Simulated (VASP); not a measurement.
Runs of VASP 6.6.1 on C. The structure is that of space group Fmmm (No. 69), or close to it. The cells are those of the table. 

```csv
cell,pressure (GPa),largest force (eV/Å)
"a = 2.564, b = 2.564, c = 9.168 Å, angles 90.0, 90.0, 122.6°, 4 atoms",(b),0.21
"a = 2.586, b = 2.586, c = 9.068 Å, angles 90.0, 90.0, 118.7°, 4 atoms",-25.6,0.02
"a = 2.582, b = 2.582, c = 8.987 Å, angles 90.0, 90.0, 117.3°, 4 atoms",(a),0.02
"a = 2.612, b = 2.612, c = 9.396 Å, angles 90.0, 90.0, 123.9°, 4 atoms",-17.0,0.09
"a = 2.510, b = 2.510, c = 8.859 Å, angles 90.0, 90.0, 120.0°, 4 atoms",-9.7,-
```

Alike in all rows: task single point; level PBE; potentials or basis VASP PAW PBE potentials, release 64 (C); no spin polarisation; k mesh 21 × 21 × 6; cutoff (eV) 520; smearing gaussian 0.15 eV.

Question: Fill in the values left out.

Answer: (a) -27.1; (b) -12.8.

Caveats: this functional lacks dispersion, which binds layers or chains, so the pressure and a relaxed spacing across them are unreliable; the stress differs along the axes, from -35 to -0 GPa (at least some runs); the stress differs along the axes, from -45 to -0 GPa (at least some runs); the stress differs along the axes, from -54 to -0 GPa (at least some runs); the stress differs along the axes, from -47 to -0 GPa (at least some runs); the stress differs along the axes, from -15 to -0 GPa (at least some runs).
